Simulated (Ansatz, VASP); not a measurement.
# One calculation of Be2Cl3, two programs

```
Be Cl
1.0
     4.06937    0.00000    0.00000
    -2.03468    3.52417    0.00000
     0.00000    0.00000    6.33127
Be Cl
2 3
Direct
  0.33333 0.66667 0.24500
  0.66667 0.33333 0.75500
  0.00000 0.00000 0.00000
  0.33333 0.66667 0.64500
  0.66667 0.33333 0.35500
```

Alike in both runs: task relaxation of cell and atoms; functional PBE; k mesh 6 × 6 × 4; occupations gaussian, width 0.1 eV; no spin polarisation.

|  | VASP | Ansatz |
| --- | --- | --- |
| version | VASP 6.6.1 | Ansatz 0.2.0 |
| potentials or method | VASP PAW PBE potentials, release 64 (Be, Cl), cutoff 600 eV | scalar-relativistic, plane waves, PAW |
| valence electrons in the cell | 25 | 25 |

VASP gave:

| Quantity | Value |
| --- | --- |
| gap on the k mesh at the Fermi level, each at its own relaxed structure (eV) | none |
| relaxed volume (Å³/atom) | 17.28 |
| relaxed cell length with the largest relative difference (Å) | 8.917 |

**Question.** Estimate Ansatz's values.

**Answer.** gap on the k mesh at the Fermi level, each at its own relaxed structure (eV): none; relaxed volume (Å³/atom): 17.59; relaxed cell length with the largest relative difference (Å): 9.098.

A gap of «none» marks a metal or a gap that the smearing closes.
